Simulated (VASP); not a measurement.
# BiRu3 (Pm-3m) in VASP: a series of runs

The runs below take BiRu3 through relaxation of cell and atoms, single point, with PBE.

All numbers are computed with VASP 6.6.1; they aren't measurements. Logs are shortened: lines on timing, memory, paths and dates and some standing lists are left out, and cuts for length are marked.

## Step 1: The cell of the first run

Symmetry: Pm-3m, No. 221, cubic system. Conventional cell: a = 4.083 Å, b = 4.083 Å, c = 4.083 Å, α = 90.00°, β = 90.00°, γ = 90.00°. Bi (site symmetry m-3m) has 12 Ru at 2.89 Å within 3.8 Å. Ru (site symmetry 4/mmm) has 4 Bi at 2.89 Å and 8 Ru at 2.89 Å within 3.8 Å.

## Step 2: Relaxation of cell and atoms, PBE

File INCAR:

```
SYSTEM = BiRu3
PREC     = Accurate       ! precision mode
ENCUT    = 500            ! plane-wave cutoff, eV
EDIFF    = 1E-7           ! SCF threshold, eV
ISMEAR   = 0              ! smearing method
SIGMA    = 0.1            ! smearing width, eV
LREAL    = .FALSE.        ! projectors in reciprocal space
LASPH    = .TRUE.         ! aspherical terms in the spheres
NELM     = 120            ! most SCF steps
ALGO     = Normal         ! electronic algorithm
ISIF     = 3              ! what is computed and relaxed
LWAVE    = .FALSE.        ! write WAVECAR
LCHARG   = .FALSE.        ! write CHGCAR
GGA      = PE             ! functional
IBRION   = 2              ! ionic algorithm
NSW      = 90             ! ionic steps
EDIFFG   = -0.04          ! ionic threshold
GGA_COMPAT= .FALSE.      
NELMIN   = 4
```

File KPOINTS:

```
Automatic mesh
0
G
  4 4 4
  0 0 0
```

File POSCAR:

```
BiRu3
1.0
    4.0833908303      0.0000000000      0.0000000000
    0.0000000000      4.0833908303      0.0000000000
    0.0000000000      0.0000000000      4.0833908303
Bi Ru
1 3
Direct
    0.0000000000      0.0000000000      0.0000000000
    0.0000000000      0.5000000000      0.5000000000
    0.5000000000      0.0000000000      0.5000000000
    0.5000000000      0.5000000000      0.0000000000
```

Potentials or basis: VASP PAW PBE potentials, release 64 (Bi_d, Ru_pv).

Run with:

```
$ cat potpaw_PBE.64/Bi_d/POTCAR potpaw_PBE.64/Ru_pv/POTCAR > POTCAR
$ mpirun -np 1 vasp_std > vasp.out
```

OUTCAR:

```text
SYSTEM = BiRu3
   PREC = Accurate
   ENCUT = 500
   EDIFF = 1E-7
   ISMEAR = 0
   LREAL = .FALSE.
   LASPH = .TRUE.
   NELM = 120
   ISIF = 3
   GGA = PE
   IBRION = 2
   NSW = 90
   EDIFFG = -0.04
   NELMIN = 4

 ion  position               nearest neighbor table
   1  0.000  0.000  0.000-   2 2.89   3 2.89   4 2.89   2 2.89   3 2.89   2 2.89   4 2.89   2 2.89
                             3 2.89   4 2.89   3 2.89   4 2.89
   2  0.000  0.500  0.500-   1 2.89   3 2.89   4 2.89   1 2.89   4 2.89   1 2.89   3 2.89   1 2.89
                             3 2.89   4 2.89   4 2.89   3 2.89
   3  0.500  0.000  0.500-   1 2.89   2 2.89   4 2.89   1 2.89   4 2.89   2 2.89   4 2.89   4 2.89
                             1 2.89   2 2.89   1 2.89   2 2.89
   4  0.500  0.500  0.000-   1 2.89   2 2.89   3 2.89   2 2.89   3 2.89   1 2.89   3 2.89   3 2.89
                             1 2.89   2 2.89   2 2.89   1 2.89

  LATTYP: Found a simple cubic cell.
 ALAT       =     4.0833908303

  Lattice vectors:

 A1 = (   4.0833908303,   0.0000000000,   0.0000000000)
 A2 = (   0.0000000000,   4.0833908303,   0.0000000000)
 A3 = (   0.0000000000,   0.0000000000,   4.0833908303)

Analysis of symmetry for initial positions (statically):
=====================================================================
 Subroutine PRICEL returns:
 Original cell was already a primitive cell.

 Routine SETGRP: Setting up the symmetry group for a
 simple cubic supercell.

 Subroutine GETGRP returns: Found 48 space group operations
 (whereof 48 operations were pure point group operations)
 out of a pool of 48 trial point group operations.

The static configuration has the point symmetry O_h .

Analysis of symmetry for dynamics (positions and initial velocities):
=====================================================================
 Subroutine PRICEL returns:
 Original cell was already a primitive cell.

 Routine SETGRP: Setting up the symmetry group for a
 simple cubic supercell.

 Subroutine GETGRP returns: Found 48 space group operations
 (whereof 48 operations were pure point group operations)
 out of a pool of 48 trial point group operations.

The dynamic configuration has the point symmetry O_h .

 Subroutine INISYM returns: Found 48 space group operations
 (whereof 48 operations are pure point group operations),
 and found     1 'primitive' translations

----------------------------------------------------------------------------------------

                                     Primitive cell

  volume of cell :      68.0868

  direct lattice vectors                    reciprocal lattice vectors
     4.083390830  0.000000000  0.000000000     0.244894511  0.000000000  0.000000000
     0.000000000  4.083390830  0.000000000     0.000000000  0.244894511  0.000000000
     0.000000000  0.000000000  4.083390830     0.000000000  0.000000000  0.244894511

  length of vectors
     4.083390830  4.083390830  4.083390830     0.244894511  0.244894511  0.244894511

  position of ions in fractional coordinates (direct lattice)
     0.000000000  0.000000000  0.000000000
     0.000000000  0.500000000  0.500000000
     0.500000000  0.000000000  0.500000000
     0.500000000  0.500000000  0.000000000

  ion indices of the primitive-cell ions
   primitive index   ion index
                 1           1
                 2           2
                 3           3
                 4           4

----------------------------------------------------------------------------------------

 KPOINTS: Automatic mesh

Automatic generation of k-mesh.
 Grid dimensions read from file:
 generate k-points for:    4    4    4

 Generating k-lattice:

  Cartesian coordinates                     Fractional coordinates (reciprocal lattice)
     0.061223628  0.000000000  0.000000000     0.250000000  0.000000000  0.000000000
     0.000000000  0.061223628  0.000000000     0.000000000  0.250000000  0.000000000
     0.000000000  0.000000000  0.061223628     0.000000000  0.000000000  0.250000000

  Length of vectors
     0.061223628  0.061223628  0.061223628

  Shift w.r.t. Gamma in fractional coordinates (k-lattice)
     0.000000000  0.000000000  0.000000000

 Subroutine IBZKPT returns following result:
 ===========================================

 Found     10 irreducible k-points:

 Following reciprocal coordinates:
            Coordinates               Weight
  0.000000  0.000000  0.000000      1.000000
  0.250000  0.000000  0.000000      6.000000
  0.500000  0.000000  0.000000      3.000000
  0.250000  0.250000  0.000000     12.000000
  0.500000  0.250000  0.000000     12.000000
  0.500000  0.500000  0.000000      3.000000
  0.250000  0.250000  0.250000      8.000000
  0.500000  0.250000  0.250000     12.000000
  0.500000  0.500000  0.250000      6.000000
  0.500000  0.500000  0.500000      1.000000
   k-points           NKPTS =     10   k-points in BZ     NKDIM =     10   number of bands    NBANDS=     34
   number of dos      NEDOS =    301   number of ions     NIONS =      4
   total plane-waves  NPLWV =  27000
   dimension x,y,z NGX =    30 NGY =   30 NGZ =   30
   dimension x,y,z NGXF=    60 NGYF=   60 NGZF=   60
   ions per type =               1   3
   NGX,Y,Z   is equivalent  to a cutoff of  12.21, 12.21, 12.21 a.u.
   NGXF,Y,Z  is equivalent  to a cutoff of  24.43, 24.43, 24.43 a.u.
 SYSTEM =  BiRu3
   PREC   = accura    normal or accurate (medium, high low for compatibility)
   ISTART =      0    job   : 0-new  1-cont  2-samecut
   ICHARG =      2    charge: 1-file 2-atom 10-const
   ISPIN  =      1    spin polarized calculation?
   LNONCOLLINEAR =      F non collinear calculations
   LSORBIT =      F    spin-orbit coupling
   LASPH  =      T    aspherical Exc in radial PAW
   ENCUT  =  500.0 eV  36.75 Ry    6.06 a.u.   7.44  7.44  7.44*2*pi/ulx,y,z
   NELM   =    120;   NELMIN=  4; NELMDL= -5     # of ELM steps
   EDIFF  = 0.1E-06   stopping-criterion for ELM
   LREAL  =      F    real-space projection
   EDIFFG = -.4E-01   stopping-criterion for IOM
   NSW    =     90    number of steps for IOM
   IBRION =      2    ionic relax: 0-MD 1-quasi-New 2-CG
   NFREE  =      1    steps in history (QN), initial steepest desc. (CG)
   ISIF   =      3    stress and relaxation
   ISYM   =      2    0-nonsym 1-usesym 2-fastsym
   POTIM  = 0.5000    time-step for ionic-motion
   TEBEG  =    0.0;   TEEND  =   0.0 temperature during run
   PSTRESS=    0.0 pullay stress
   NELECT =      57.0000    total number of electrons
   NUPDOWN=      -1.0000    fix difference up-down
   EMIN   =  10.00;   EMAX   =-10.00  energy-range for DOS
   EFERMI =   0.00;   METHOD = LEGACY
   ISMEAR =     0;   SIGMA  =   0.10  broadening in eV -4-tet -1-fermi 0-gaus
   EFERMI_NEDOS =   21; number of points for ismear=-14 and -15
   IALGO  =     38    algorithm
   IMIX   =      4    mixing-type and parameters
     AMIX     =   0.40;   BMIX     =  1.00
     AMIX_MAG =   1.60;   BMIX_MAG =  1.00
  volume/ion in A,a.u.               =      17.02       114.87
  Fermi-wavevector in a.u.,A,eV,Ry     =   1.542927  2.915710 32.390370  2.380625
  Thomas-Fermi vector in A             =   2.648663
   LORBIT       =      0    0 simple, 1 ext, 2 COOP (PROOUT), +10 PAW based schemes
   GGA     = PE    functional components
   LHFCALC =     F    Hartree Fock is set to
   AEXX    =    0.0000 exact exchange contribution
   IVDW    =     0    specifies the selected vdW correction
   LEPSILON=     F    determine dielectric tensor
   LRPA    =     F    only Hartree local field effects (RPA)
 conjugate gradient relaxation of ions
 non-spin polarized calculation
 Gauss-broadening in eV      SIGMA  =   0.10
  energy-cutoff  :      500.00
  volume of cell :       68.09
 maximum number of plane-waves:      1750
 NGX is ok and might be reduce to    30
   NGX = 15   NGY = 15   NGZ = 15

--------------------------------------- Ionic step        1  -------------------------------------------

 number of electron      57.0000017 magnetization

 Free energy of the ion-electron system (eV)
  ---------------------------------------------------
  ext. energy  EPLUGINS =         0.00000000
  ---------------------------------------------------
  free energy    TOTEN  =       -28.92108810 eV

  energy without entropy =      -28.86635139  energy(sigma->0) =      -28.89371975

------------------------ aborting loop because EDIFF is reached ----------------------------------------

  FORCE on cell =-STRESS in cart. coord.  units (eV):
  Direction    XX          YY          ZZ          XY          YZ          ZX
  --------------------------------------------------------------------------------------
  -------------------------------------------------------------------------------------
  Total       -2.8898339     -2.8898339     -2.8898339      0.0000000      0.0000000      0.0000000
  in kB      -68.0018320    -68.0018320    -68.0018320      0.0000000      0.0000000      0.0000000
  external PRESSURE =     -68.0018320 kB  Pullay stress =       0.0000000 kB
[... 61 lines left out ...]
  energy  without entropy=      -28.7483694150  energy(sigma->0) =      -28.76981954

--------------------------------------- Ionic step        3  -------------------------------------------

 number of electron      57.0000042 magnetization

 Free energy of the ion-electron system (eV)
  ---------------------------------------------------
  ext. energy  EPLUGINS =         0.00000000
  ---------------------------------------------------
  free energy    TOTEN  =       -28.97902413 eV

  energy without entropy =      -28.92601316  energy(sigma->0) =      -28.95251865

 E-fermi :  11.6683     XC(G=0): -13.1430

 val. band max:       11.6671547659   @ k =   0.5000   0.2500   0.0000
 cond. band min:      11.7481158355   @ k =   0.2500   0.0000   0.0000
 fundamental gap:      0.0809610697
 Fermi energy:        11.6682658398

 k-point     1 :       0.0000    0.0000    0.0000
  band No.  band energies     occupation
      1     -30.7417      2.00000
      2     -30.7417      2.00000
      3     -30.7417      2.00000
      4     -30.4846      2.00000
      5     -30.4846      2.00000
      6     -30.4846      2.00000
[... 390 lines left out ...]
  FREE ENERGIE OF THE ION-ELECTRON SYSTEM (eV)
  ---------------------------------------------------
  free  energy   TOTEN  =       -28.9790241330 eV

  energy  without entropy=      -28.9260131573  energy(sigma->0) =      -28.95251865

 reached required accuracy - stopping structural energy minimisation
```

Wall time 30 s (1 thread of Intel Xeon 6975P-C (Granite Rapids), shared host); peak memory 0.17 GiB.

Results:

| Quantity | Value |
| --- | --- |
| Free energy | -28.9790 eV |
| Relaxed volume | 16.38 Å³/atom |
| Relaxed cell | a = 4.031 Å, b = 4.031 Å, c = 4.031 Å, α = 90.00°, β = 90.00°, γ = 90.00° |
| Space group after relaxing (to 0.1 Å) | Pm-3m (No. 221) |
| Energy gained by relaxing | 14.5 meV/atom |
| Ionic steps | 3 |
| Pressure after relaxing | -0.1 GPa |
| Band gap on the k mesh | zero (an odd number of electrons rules out a gap without spin polarisation) |

Step by step:
| step | energy change (eV) | largest force (eV/Å) | pressure (GPa) | volume (Å³) |
| --- | --- | --- | --- | --- |
| 1 | 0.0000 | 0.0000 | -6.80 | 68.09 |
| 2 | 0.1298 | 0.0000 | 15.23 | 61.21 |
| 3 | -0.0579 | 0.0000 | -0.13 | 65.50 |

Final structure:
```
Bi Ru
1.0
     4.03109    0.00000    0.00000
     0.00000    4.03109    0.00000
     0.00000    0.00000    4.03109
Bi Ru
1 3
Direct
  0.00000 0.00000 0.00000
  0.00000 0.50000 0.50000
  0.50000 0.00000 0.50000
  0.50000 0.50000 0.00000
```

Levels at points of the mesh, in eV from the Fermi level:
```csv
k point,band 27,band 28,band 29,band 30,band 31,band 32
"(0.00, 0.00, 0.00)",-0.72,0.58,0.58,1.40,1.89,1.89
"(0.50, 0.00, 0.00)",-0.68,-0.68,-0.45,0.68,1.90,2.44
"(0.50, 0.50, 0.00)",-0.92,-0.34,-0.26,-0.19,-0.04,2.48
"(0.50, 0.50, 0.50)",-0.74,-0.20,-0.20,0.47,0.77,1.48
```

Caveat: the k points lie up to 0.39 Å⁻¹ apart in the final cell, too coarse for converged energies and pressures of a metal; spin-orbit coupling is left out, which moves the levels of the heavy elements.

## Step 3: Single point, PBE

This run uses another cell than the first one, of 16.33 Å³/atom.

File INCAR:

```
ALGO     = Normal         # electronic algorithm
EDIFF    = 1E-6           # SCF threshold, eV
ENCUT    = 500            # plane-wave cutoff, eV
GGA      = PE             # functional
GGA_COMPAT= False        
ISIF     = 2              # what is computed and relaxed
ISMEAR   = 0              # smearing method
LASPH    = True           # aspherical terms in the spheres
LCHARG   = False          # write CHGCAR
LREAL    = False          # projectors in reciprocal space
LWAVE    = False          # write WAVECAR
NBANDS   = 36             # bands
NELM     = 120            # most SCF steps
PREC     = Accurate       # precision mode
SIGMA    = 0.1            # smearing width, eV
```

File KPOINTS:

```
k-points
0
Gamma
  12 12 12
```

File POSCAR:

```
BiRu3
1.0
    4.0269059573      0.0000000000      0.0000000000
    0.0000000000      4.0269059573      0.0000000000
    0.0000000000      0.0000000000      4.0269059573
Bi Ru
1 3
Direct
    0.0000000000      0.0000000000      0.0000000000
    0.0000000000      0.5000000000      0.5000000000
    0.5000000000      0.0000000000      0.5000000000
    0.5000000000      0.5000000000      0.0000000000
```

Potentials or basis: VASP PAW PBE potentials, release 64 (Bi_d, Ru_pv).

Run with:

```
$ cat potpaw_PBE.64/Bi_d/POTCAR potpaw_PBE.64/Ru_pv/POTCAR > POTCAR
$ mpirun -np 1 vasp_std > vasp.out
```

OUTCAR:

```text
EDIFF = 1E-6
   ENCUT = 500
   GGA = PE
   ISIF = 2
   ISMEAR = 0
   LASPH = True
   LREAL = False
   NELM = 120
   PREC = Accurate

 ion  position               nearest neighbor table
   1  0.000  0.000  0.000-   2 2.85   3 2.85   4 2.85   2 2.85   3 2.85   2 2.85   4 2.85   2 2.85
                             3 2.85   4 2.85   3 2.85   4 2.85
   2  0.000  0.500  0.500-   1 2.85   3 2.85   4 2.85   1 2.85   4 2.85   1 2.85   3 2.85   1 2.85
                             3 2.85   4 2.85   4 2.85   3 2.85
[... 1142 lines left out ...]
  --------------------------------------------------------------------------------------
  -------------------------------------------------------------------------------------
  Total        0.0344908      0.0344908      0.0344908     -0.0000000     -0.0000000      0.0000000
  in kB        0.8462517      0.8462517      0.8462517     -0.0000000     -0.0000000      0.0000000
  external PRESSURE =       0.8462517 kB  Pullay stress =       0.0000000 kB

 VOLUME and BASIS-vectors are now :
 -----------------------------------------------------------------------------
  energy-cutoff  :      500.00
  volume of cell :       65.30
      direct lattice vectors                 reciprocal lattice vectors
     4.026905957  0.000000000  0.000000000     0.248329614  0.000000000  0.000000000
     0.000000000  4.026905957  0.000000000     0.000000000  0.248329614  0.000000000
     0.000000000  0.000000000  4.026905957     0.000000000  0.000000000  0.248329614

 POSITION                                       TOTAL-FORCE (eV/Angst)
 -----------------------------------------------------------------------------------
      0.00000      0.00000      0.00000         0.000000      0.000000      0.000000
      0.00000      2.01345      2.01345         0.000000      0.000000      0.000000
      2.01345      0.00000      2.01345         0.000000      0.000000      0.000000
      2.01345      2.01345      0.00000         0.000000      0.000000      0.000000
 -----------------------------------------------------------------------------------
    total drift:                                0.000000      0.000000     -0.000000

  FREE ENERGIE OF THE ION-ELECTRON SYSTEM (eV)
  ---------------------------------------------------
  free  energy   TOTEN  =       -28.9979147632 eV

  energy  without entropy=      -28.9421134517  energy(sigma->0) =      -28.97001411
```

OSZICAR:

```text
N       E                     dE             d eps       ncg     rms          rms(c)
DAV:   1     0.718868952411E+03    0.71887E+03   -0.31605E+04  6104   0.188E+03
DAV:   2     0.166876410806E+02   -0.70218E+03   -0.68789E+03  6184   0.569E+02
DAV:   3    -0.283969200952E+02   -0.45085E+02   -0.42796E+02  6540   0.147E+02
DAV:   4    -0.300709172846E+02   -0.16740E+01   -0.16531E+01  6864   0.272E+01
DAV:   5    -0.301335817205E+02   -0.62664E-01   -0.62631E-01  8480   0.525E+00    0.154E+01
DAV:   6    -0.291112336913E+02    0.10223E+01   -0.38146E+00  6456   0.135E+01    0.495E+00
DAV:   7    -0.290145081097E+02    0.96726E-01   -0.18651E-01  7492   0.346E+00    0.275E+00
DAV:   8    -0.289991092345E+02    0.15399E-01   -0.66070E-02  7004   0.175E+00    0.456E-01
DAV:   9    -0.289979020132E+02    0.12072E-02   -0.51536E-03  7248   0.664E-01    0.112E-01
DAV:  10    -0.289979169653E+02   -0.14952E-04   -0.23960E-04  7696   0.114E-01    0.309E-02
DAV:  11    -0.289979176243E+02   -0.65895E-06   -0.33654E-05  7304   0.431E-02    0.648E-03
DAV:  12    -0.289979151404E+02    0.24838E-05   -0.57016E-06  6052   0.234E-02    0.205E-03
DAV:  13    -0.289979147632E+02    0.37722E-06   -0.36816E-07  3568   0.477E-03
   1 F= -.28997915E+02 E0= -.28970014E+02  d E =-.558013E-01
```

Wall time 62 s (1 thread of Intel Xeon 6975P-C (Granite Rapids), shared host); peak memory 0.28 GiB.

Results:

```yaml
Free_energy: -28.9979 eV
Pressure: 0.1 GPa
Band_gap_on_the_k_mesh: zero (an odd number of electrons rules out a gap without spin polarisation)
```

Caveat: spin-orbit coupling is left out, which moves the levels of the heavy elements.

[end of part 1 of 2]
